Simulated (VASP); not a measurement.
A run of VASP 6.6.1:

The input INCAR:

```
  ALGO = Normal
  EDIFF = 1E-7
  ENCUT = 520
  GGA = PE
  ISIF = 2
  ISMEAR = 0
  IVDW = 12
  LASPH = True
  LCHARG = False
  LREAL = Auto
  LWAVE = False
  NBANDS = 46
  NELECT = 64.0
  NELM = 80
  PREC = Accurate
  SIGMA = 0.02
```

KPOINTS

```
k-points
0
Gamma
  3 3 3
```

The input POSCAR:

```
HC16
1.0
    0.0000000000      3.5700000000      3.5700000000
    3.5700000000      0.0000000000      3.5700000000
    3.5700000000      3.5700000000      0.0000000000
C H
16 1
Direct
    0.0090875350     -0.0098642857     -0.0026301120
    0.1351546218      0.1056815126      0.1338095238
    0.0045067227     -0.0085638655      0.5034582633
    0.1367658263      0.1146084034      0.6207109244
   -0.0016393557      0.4844446779      0.0275343137
    0.1413500000      0.6174320728      0.1145973389
    0.0107085434      0.4926796919      0.4841710084
    0.1475606443      0.6283967787      0.5905990196
    0.5095449580     -0.0086466387     -0.0006446779
    0.6356168067      0.1156722689      0.1220341737
    0.5102485994     -0.0086477591      0.4960598039
    0.6310675070      0.1156523810      0.6247294118
    0.5147901961      0.4894691877     -0.0066050420
    0.6326805322      0.6173236695      0.1233135854
    0.5130918768      0.4912798319      0.4949344538
    0.6363144258      0.6182542017      0.6187424370
    0.0717107843      0.4056049020      0.8088687675
```

Potentials or basis: VASP PAW PBE potentials, release 64 (C, H).

Launch:

```console
$ cat potpaw_PBE.64/C/POTCAR potpaw_PBE.64/H/POTCAR > POTCAR
$ mpirun -np 1 vasp_std > vasp.out
```

Hardware: 1 thread of Intel(R) Xeon(R) 6975P-C (Granite Rapids), on a shared host.

Question: Estimate the wall time of this run.

Answer: Run time: 86 s on 1 thread of Intel(R) Xeon(R) 6975P-C (Granite Rapids), on a shared host, peak memory 0.25 GiB. Counts: scf iterations 15, k points 14.
